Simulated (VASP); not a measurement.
# C in VASP: notebook

The runs below take C through single point, with PBE, LDA.

Everything below comes from runs of VASP 6.6.1. Logs are shortened: lines on timing, memory, paths and dates and some standing lists are left out, and cuts for length are marked.

## Step 1: The cell of the first run

The cell holds a slab with vacuum, 4 atoms: a = 2.456 Å, b = 2.456 Å, c = 23.524 Å, α = 90.00°, β = 90.00°, γ = 120.00°.

## Step 2: Single point, PBE

Contents of INCAR:

```
SYSTEM = C
ALGO = Normal
EDIFF = 1E-6
ENCUT = 520
GGA = PE
ISIF = 2
ISMEAR = -1
LASPH = .TRUE.
LCHARG = .FALSE.
LREAL = .FALSE.
LWAVE = .FALSE.
NBANDS = 16
NELM = 60
PREC = Accurate
SIGMA = 0.05
```

Contents of KPOINTS:

```
k-points
0
G
  12 12 1
  0 0 0
```

Contents of POSCAR:

```
C
1.0
    2.4561701622      0.0000000000      0.0000000000
   -1.2280850811      2.1271057565      0.0000000000
    0.0000000000      0.0000000000     23.5238033600
C
4
Direct
    0.3333333300      0.6666666600      0.3188259945
    0.6666666700      0.3333333400      0.3188259945
    0.3333333300      0.6666666600      0.6811740055
    0.6666666700      0.3333333400      0.6811740055
```

Potentials or basis: VASP PAW PBE potentials, release 64 (C).

Command:

```console
$ cat potpaw_PBE.64/C/POTCAR > POTCAR
$ mpirun -np 1 vasp_std > vasp.out
```

OUTCAR:

```text
SYSTEM = C
   EDIFF = 1E-6
   ENCUT = 520
   GGA = PE
   ISIF = 2
   ISMEAR = -1
   LASPH = .TRUE.
   LREAL = .FALSE.
   NELM = 60
   PREC = Accurate

 ion  position               nearest neighbor table
   1  0.333  0.667  0.319-   2 1.42   2 1.42   2 1.42
   2  0.667  0.333  0.319-   1 1.42   1 1.42   1 1.42
   3  0.333  0.667  0.681-   4 1.42   4 1.42   4 1.42
   4  0.667  0.333  0.681-   3 1.42   3 1.42   3 1.42

  LATTYP: Found a hexagonal cell.
 ALAT       =     2.4561701622
 C/A-ratio  =     9.5774322651

  Lattice vectors:

 A1 = (   2.4561701622,   0.0000000000,   0.0000000000)
 A2 = (  -1.2280850811,   2.1271057565,   0.0000000000)
 A3 = (   0.0000000000,   0.0000000000,  23.5238033600)

Analysis of symmetry for initial positions (statically):
=====================================================================
 Subroutine PRICEL returns:
 Original cell was already a primitive cell.

 Routine SETGRP: Setting up the symmetry group for a
 hexagonal supercell.

 Subroutine GETGRP returns: Found 24 space group operations
 (whereof 24 operations were pure point group operations)
 out of a pool of 24 trial point group operations.

The static configuration has the point symmetry D_6h.

Analysis of symmetry for dynamics (positions and initial velocities):
=====================================================================
 Subroutine PRICEL returns:
 Original cell was already a primitive cell.

 Routine SETGRP: Setting up the symmetry group for a
 hexagonal supercell.

 Subroutine GETGRP returns: Found 24 space group operations
 (whereof 24 operations were pure point group operations)
 out of a pool of 24 trial point group operations.

The dynamic configuration has the point symmetry D_6h.

 Subroutine INISYM returns: Found 24 space group operations
 (whereof 24 operations are pure point group operations),
 and found     1 'primitive' translations

----------------------------------------------------------------------------------------

                                     Primitive cell

  volume of cell :     122.9009

  direct lattice vectors                    reciprocal lattice vectors
     2.456170162  0.000000000  0.000000000     0.407137916  0.235061185  0.000000000
    -1.228085081  2.127105756  0.000000000     0.000000000  0.470122370  0.000000000
     0.000000000  0.000000000 23.523803360     0.000000000  0.000000000  0.042510133

  length of vectors
     2.456170162  2.456170162 23.523803360     0.470122370  0.470122370  0.042510133

  position of ions in fractional coordinates (direct lattice)
     0.333333330  0.666666660  0.318825995
     0.666666670  0.333333340  0.318825995
     0.333333330  0.666666660  0.681174005
     0.666666670  0.333333340  0.681174005

  ion indices of the primitive-cell ions
   primitive index   ion index
                 1           1
                 2           2
                 3           3
                 4           4

----------------------------------------------------------------------------------------

 KPOINTS: k-points

Automatic generation of k-mesh.
 Grid dimensions read from file:
 generate k-points for:   12   12    1

 Generating k-lattice:

  Cartesian coordinates                     Fractional coordinates (reciprocal lattice)
     0.033928160  0.019588432  0.000000000     0.083333333 -0.000000000  0.000000000
     0.000000000  0.039176864  0.000000000     0.000000000  0.083333333  0.000000000
     0.000000000  0.000000000  0.042510133     0.000000000  0.000000000  1.000000000

  Length of vectors
     0.039176864  0.039176864  0.042510133

  Shift w.r.t. Gamma in fractional coordinates (k-lattice)
     0.000000000  0.000000000  0.000000000

 Subroutine IBZKPT returns following result:
 ===========================================

 Found     19 irreducible k-points:

 Following reciprocal coordinates:
            Coordinates               Weight
  0.000000  0.000000  0.000000      1.000000
  0.083333  0.000000  0.000000      6.000000
  0.166667 -0.000000  0.000000      6.000000
  0.250000  0.000000  0.000000      6.000000
  0.333333  0.000000  0.000000      6.000000
  0.416667  0.000000  0.000000      6.000000
[... 11 lines left out ...]
  0.333333  0.250000  0.000000     12.000000
  0.333333  0.333333  0.000000      2.000000
   k-points           NKPTS =     19   k-points in BZ     NKDIM =     19   number of bands    NBANDS=     16
   number of dos      NEDOS =    301   number of ions     NIONS =      4
   total plane-waves  NPLWV =  58320
   dimension x,y,z NGX =    18 NGY =   18 NGZ =  180
   dimension x,y,z NGXF=    36 NGYF=   36 NGZF=  360
   ions per type =               4
   NGX,Y,Z   is equivalent  to a cutoff of  12.18, 12.18, 12.72 a.u.
   NGXF,Y,Z  is equivalent  to a cutoff of  24.37, 24.37, 25.44 a.u.
 SYSTEM =  C
   PREC   = accura    normal or accurate (medium, high low for compatibility)
   ISTART =      0    job   : 0-new  1-cont  2-samecut
   ICHARG =      2    charge: 1-file 2-atom 10-const
   ISPIN  =      1    spin polarized calculation?
   LNONCOLLINEAR =      F non collinear calculations
   LSORBIT =      F    spin-orbit coupling
   LASPH  =      T    aspherical Exc in radial PAW
   ENCUT  =  520.0 eV  38.22 Ry    6.18 a.u.   4.57  4.57 43.74*2*pi/ulx,y,z
   NELM   =     60;   NELMIN=  2; NELMDL= -5     # of ELM steps
   EDIFF  = 0.1E-05   stopping-criterion for ELM
   LREAL  =      F    real-space projection
   EDIFFG = 0.1E-04   stopping-criterion for IOM
   NSW    =      0    number of steps for IOM
   IBRION =     -1    ionic relax: 0-MD 1-quasi-New 2-CG
   NFREE  =      0    steps in history (QN), initial steepest desc. (CG)
   ISIF   =      2    stress and relaxation
   ISYM   =      2    0-nonsym 1-usesym 2-fastsym
   POTIM  = 0.5000    time-step for ionic-motion
   TEBEG  =    0.0;   TEEND  =   0.0 temperature during run
   PSTRESS=    0.0 pullay stress
   NELECT =      16.0000    total number of electrons
   NUPDOWN=      -1.0000    fix difference up-down
   EMIN   =  10.00;   EMAX   =-10.00  energy-range for DOS
   EFERMI =   0.00;   METHOD = LEGACY
   ISMEAR =    -1;   SIGMA  =   0.05  broadening in eV -4-tet -1-fermi 0-gaus
   EFERMI_NEDOS =   21; number of points for ismear=-14 and -15
   IALGO  =     38    algorithm
   IMIX   =      4    mixing-type and parameters
     AMIX     =   0.40;   BMIX     =  1.00
     AMIX_MAG =   1.60;   BMIX_MAG =  1.00
  volume/ion in A,a.u.               =      30.73       207.34
  Fermi-wavevector in a.u.,A,eV,Ry     =   0.829717  1.567937  9.366655  0.688430
  Thomas-Fermi vector in A             =   1.942311
   LORBIT       =      0    0 simple, 1 ext, 2 COOP (PROOUT), +10 PAW based schemes
   GGA     = PE    functional components
[... 5 lines left out ...]
 non-spin polarized calculation
  energy-cutoff  :      520.00
  volume of cell :      122.90
 maximum number of plane-waves:      3354
   NGX =  9   NGY =  9   NGZ = 87

 number of electron      15.9999995 magnetization

 Free energy of the ion-electron system (eV)
  ---------------------------------------------------
  ext. energy  EPLUGINS =         0.00000000
  ---------------------------------------------------
  free energy    TOTEN  =       -36.88598327 eV

  energy without entropy =      -36.88213245  energy(sigma->0) =      -36.88405786

 E-fermi :  -1.6456     XC(G=0):  -3.6515

 val. band max:       -1.6455996416   @ k =   0.3333   0.3333   0.0000
 cond. band min:      -1.6455545572   @ k =   0.3333   0.3333   0.0000
 fundamental gap:      0.0000450844
 Fermi energy:        -1.6455770993

 k-point     1 :       0.0000    0.0000    0.0000
  band No.  band energies     occupation
      1     -21.2644      2.00000
      2     -21.2644      2.00000
      3      -9.3439      2.00000
      4      -9.3437      2.00000
      5      -4.6869      2.00000
      6      -4.6869      2.00000
[... 8 lines left out ...]
     15       5.5374      0.00000
     16       6.9070      0.00000

 k-point     2 :       0.0833    0.0000    0.0000
  band No.  band energies     occupation
      1     -21.0992      2.00000
      2     -21.0992      2.00000
      3      -9.1462      2.00000
      4      -9.1460      2.00000
      5      -5.3408      2.00000
      6      -5.3408      2.00000
[... 8 lines left out ...]
     15       5.7534      0.00000
     16       6.8150      0.00000

 k-point     3 :       0.1667   -0.0000    0.0000
  band No.  band energies     occupation
      1     -20.6054      2.00000
      2     -20.6054      2.00000
      3      -8.5583      2.00000
      4      -8.5581      2.00000
      5      -6.9877      2.00000
      6      -6.9877      2.00000
[... 8 lines left out ...]
     15       6.3723      0.00000
     16       6.7616      0.00000

 k-point     4 :       0.2500    0.0000    0.0000
  band No.  band energies     occupation
      1     -19.7887      2.00000
      2     -19.7886      2.00000
      3      -9.0991      2.00000
      4      -9.0991      2.00000
      5      -7.5995      2.00000
      6      -7.5993      2.00000
[... 8 lines left out ...]
     15       5.7123      0.00000
     16       6.4742      0.00000
[... 229 lines left out ...]
 k-point    17 :       0.2500    0.2500    0.0000
  band No.  band energies     occupation
      1     -16.9487      2.00000
      2     -16.9487      2.00000
      3     -12.2076      2.00000
      4     -12.2076      2.00000
      5     -10.6657      2.00000
      6     -10.6657      2.00000
[... 8 lines left out ...]
     15       9.2601      0.00000
     16      10.2221      0.00000

 k-point    18 :       0.3333    0.2500    0.0000
  band No.  band energies     occupation
      1     -15.5120      2.00000
      2     -15.5120      2.00000
      3     -13.6439      2.00000
      4     -13.6439      2.00000
      5     -11.3768      2.00000
      6     -11.3768      2.00000
[... 8 lines left out ...]
     15      10.6735      0.00000
     16      10.6847      0.00000

 k-point    19 :       0.3333    0.3333    0.0000
  band No.  band energies     occupation
      1     -14.2815      2.00000
      2     -14.2815      2.00000
      3     -14.2815      2.00000
      4     -14.2815      2.00000
      5     -12.2930      2.00000
      6     -12.2930      2.00000
[... 8 lines left out ...]
     15      11.3536      0.00000
     16      11.3536      0.00000

------------------------ aborting loop because EDIFF is reached ----------------------------------------

  FORCE on cell =-STRESS in cart. coord.  units (eV):
  Direction    XX          YY          ZZ          XY          YZ          ZX
  --------------------------------------------------------------------------------------
  -------------------------------------------------------------------------------------
  Total        1.3266926      1.3266926     -0.0207492      0.0000000     -0.0000000      0.0000000
  in kB       17.2952095     17.2952095     -0.2704939      0.0000000     -0.0000000      0.0000000
  external PRESSURE =      11.4399751 kB  Pullay stress =       0.0000000 kB

 VOLUME and BASIS-vectors are now :
 -----------------------------------------------------------------------------
  energy-cutoff  :      520.00
  volume of cell :      122.90
      direct lattice vectors                 reciprocal lattice vectors
     2.456170162  0.000000000  0.000000000     0.407137916  0.235061185  0.000000000
    -1.228085081  2.127105756  0.000000000     0.000000000  0.470122370  0.000000000
     0.000000000  0.000000000 23.523803360     0.000000000  0.000000000  0.042510133

 POSITION                                       TOTAL-FORCE (eV/Angst)
 -----------------------------------------------------------------------------------
      0.00000      1.41807      7.50000        -0.000000      0.000000     -0.000054
      1.22809      0.70904      7.50000        -0.000000      0.000000     -0.000054
      0.00000      1.41807     16.02380         0.000000     -0.000000      0.000054
      1.22809      0.70904     16.02380        -0.000000     -0.000000      0.000054
 -----------------------------------------------------------------------------------
    total drift:                               -0.000000      0.000000      0.000000

  FREE ENERGIE OF THE ION-ELECTRON SYSTEM (eV)
  ---------------------------------------------------
  free  energy   TOTEN  =       -36.8859832709 eV

  energy  without entropy=      -36.8821324534  energy(sigma->0) =      -36.88405786
```

It took 25 s on 1 thread of Intel Xeon 6975P-C (Granite Rapids), shared host; peak memory 0.22 GiB.

Results:

| Property | Result |
| --- | --- |
| Free energy | -36.8860 eV |
| Band gap on the k mesh | zero (filled and empty bands touch) |

## Step 3: Single point, LDA

Contents of INCAR:

```
SYSTEM = C
ALGO = Normal
EDIFF = 1E-7
ENCUT = 520
GGA = CA
ISIF = 2
ISMEAR = -1
LASPH = .TRUE.
LCHARG = .FALSE.
LREAL = .FALSE.
LWAVE = .FALSE.
NBANDS = 16
NELM = 80
PREC = Accurate
SIGMA = 0.05
```

KPOINTS is that of step 2.

POSCAR is that of step 2.

Potentials or basis: VASP PAW LDA potentials, release 64 (C).

Command:

```console
$ cat potpaw_LDA.64/C/POTCAR > POTCAR
$ mpirun -np 1 vasp_std > vasp.out
```

It took 24 s on 1 thread of Intel Xeon 6975P-C (Granite Rapids), shared host; peak memory 0.19 GiB.

The run converged. Its results:

* Free energy: -40.3381 eV
* Band gap on the k mesh: zero (filled and empty bands touch)

Levels at points of the mesh, in eV from the Fermi level:
```csv
k point,band 6,band 7,band 8,band 9,band 10,band 11
"(0.00, 0.00, 0.00)",-3.03,-3.03,-3.03,3.23,3.51,4.17
"(0.50, 0.00, 0.00)",-6.44,-2.38,-2.38,1.63,1.63,7.56
```
